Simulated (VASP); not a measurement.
Wanted: the native input for a VASP 6.6.1 run.

* Task: single point
* Functional: r2SCAN
* Potentials or basis: VASP PAW PBE potentials, release 64 (Ti_sv, O)
* Cutoff: 660 eV
* k mesh: 12 × 12 × 8
* Occupations: gaussian, width 0.1 eV
* Spin: no spin polarisation
* Dipole correction: no
* Further INCAR settings: ALGO = Normal; EDIFF = 1e-06; NBANDS = 52

The system is Ti3O.

```xyz
8
Lattice="5.2419 0.0000 0.0000 -2.6209 4.5396 0.0000 0.0000 0.0000 4.9253" Properties=species:S:1:pos:R:3 pbc="T T T"
Ti   -1.7686    3.0634    3.6940
Ti   -0.8523    1.4763    1.2313
Ti    3.5373    0.0000    3.6940
Ti    1.7686    3.0634    1.2313
Ti    0.8523    1.4763    3.6940
Ti    1.7046    0.0000    1.2313
O     0.0000    0.0000    2.4626
O     0.0000    0.0000    0.0000
```

The input as run:

POSCAR

```
Ti3O
1.0
    5.2418889281      0.0000000000      0.0000000000
   -2.6209444641      4.5396089755      0.0000000000
    0.0000000000      0.0000000000      4.9252894979
Ti O
6 2
Direct
    0.0000000000      0.6748052975      0.7500000000
    0.0000000000      0.3251947025      0.2500000000
    0.6748052975      0.0000000000      0.7500000000
    0.6748052975      0.6748052975      0.2500000000
    0.3251947025      0.3251947025      0.7500000000
    0.3251947025      0.0000000000      0.2500000000
    0.0000000000      0.0000000000      0.5000000000
    0.0000000000      0.0000000000      0.0000000000
```

INCAR.step1

```
SYSTEM = Ti3O
PREC = Accurate
ENCUT = 660
ISMEAR = 0
SIGMA = 0.1
LREAL = .FALSE.
LASPH = .TRUE.
NELM = 120
NBANDS = 52
GGA = PE
ALGO = Normal
EDIFF = 1E-5
LWAVE = .TRUE.
LCHARG = .FALSE.
GGA_COMPAT = .FALSE.
KPAR = 4
```

INCAR.step2

```
SYSTEM = Ti3O
PREC = Accurate
ENCUT = 660
EDIFF = 1E-6
ISMEAR = 0
SIGMA = 0.1
LREAL = .FALSE.
LASPH = .TRUE.
NELM = 120
ALGO = Normal
ISIF = 2
LWAVE = .FALSE.
LCHARG = .FALSE.
METAGGA = R2SCAN
LMIXTAU = .TRUE.
NBANDS = 52
ISTART = 1
GGA_COMPAT = .FALSE.
KPAR = 4
```

KPOINTS

```
Automatic mesh
0
G
  12 12 8
  0 0 0
```

Potentials or basis: VASP PAW PBE potentials, release 64 (Ti_sv, O).

The run is started by

```console
$ cat potpaw_PBE.64/Ti_sv/POTCAR potpaw_PBE.64/O/POTCAR > POTCAR
$ cp INCAR.step1 INCAR
$ mpirun -np 4 vasp_std > vasp.out
$ cp INCAR.step2 INCAR
$ mpirun -np 4 vasp_std > vasp.out
```

Results of the run:

- Pressure: -7.2 GPa
- Largest force: 0.107 eV/Å
- Band gap on the k mesh: zero (bands 42 and 43 overlap by 0.76 eV)

Caveat: the cell stands under tension; the PAW data sets were made with another functional, which shifts forces and pressure a little.

Wall time 11 min on 4 MPI ranks on Intel(R) Xeon(R) Platinum 8488C (Sapphire Rapids), on a shared host, peak memory 0.76 GiB a rank.
